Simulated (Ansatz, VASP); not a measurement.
# RbHfCl5: VASP beside Ansatz

The input INCAR:

```
PREC = Accurate
ENCUT = 600
EDIFF = 1E-6
ISMEAR = 0
SIGMA = 0.1
LREAL = F
LASPH = T
NELM = 100
ALGO = Normal
ISIF = 3
LWAVE = F
LCHARG = F
GGA = PE
IBRION = 2
NSW = 90
EDIFFG = -0.04
```

Contents of KPOINTS:

```
Automatic mesh
0
Gamma
  4 4 2
```

Contents of POSCAR:

```
RbHfCl5
1.0
    4.6914363900      0.0000000000      0.0000000000
    0.0000000000      4.6914363900      0.0000000000
    0.0000000000      0.0000000000      8.2322627300
Rb Hf Cl
1 1 5
Direct
    0.0000000000      0.0000000000      0.5000000000
    0.5000000000      0.5000000000      0.0000000000
    0.0000000000      0.5000000000      0.2839645700
    0.0000000000      0.5000000000      0.7160354300
    0.5000000000      0.0000000000      0.2839645700
    0.5000000000      0.0000000000      0.7160354300
    0.0000000000      0.0000000000      0.0000000000
```

Input for Ansatz:

```yaml
crystal:
  lattice:
    - [4.69143639, 0.0, 0.0]
    - [0.0, 4.69143639, 0.0]
    - [0.0, 0.0, 8.23226273]
  atoms:
    - { symbol: Rb, position: [0.0, 0.0, 0.5] }
    - { symbol: Hf, position: [0.5, 0.5, 0.0] }
    - { symbol: Cl, position: [0.0, 0.5, 0.28396457] }
    - { symbol: Cl, position: [0.0, 0.5, 0.71603543] }
    - { symbol: Cl, position: [0.5, 0.0, 0.28396457] }
    - { symbol: Cl, position: [0.5, 0.0, 0.71603543] }
    - { symbol: Cl, position: [0.0, 0.0, 0.0] }
basis:
  ecutwfc: 420
kpoints:
  mp_grid: { grid: [4, 4, 2] }
hamiltonian:
  xc: pbe
scf:
  occupations: { method: gaussian, width: 0.1 }
  lower_state_search: "off"
output:
  forces: true
  stress: true
  eigenvalues: true
relax:
  adjacent_minimum: "off"
  f_tol: 0.04
  max_steps: 70
  cell: { stress_tol: 0.4 }
```

Change from the starting cell: species swapped into the TlPd5Se type (P4/mmm, No. 123).

Alike in both runs: task relaxation of cell and atoms; functional PBE; k mesh 4 × 4 × 2; occupations gaussian, width 0.1 eV; no spin polarisation.

```csv
,VASP,Ansatz
version,VASP 6.6.1,Ansatz 0.2.0
potentials or method,"VASP PAW PBE potentials, release 64 (Rb_sv, Hf_pv, Cl), cutoff 600 eV","scalar-relativistic, plane waves, PAW"
valence electrons in the cell,54,70
```

|  | VASP | Ansatz | Ansatz less VASP |
| --- | --- | --- | --- |
| gap on the k mesh at the Fermi level, each at its own relaxed structure (eV) | 0.24 | 0.24 | -0.002 |
| relaxed volume (Å³/atom) | 24.72 | 24.78 | +0.057 |
| relaxed length of the cell vector where the two differ most in proportion (Å) | 8.317 | 8.288 | -0.0290 |

VASP's potentials hold 54 valence electrons a cell and Ansatz's 70, so a difference there can come from the potentials and not from the codes.

Neither program's run includes spin-orbit coupling.
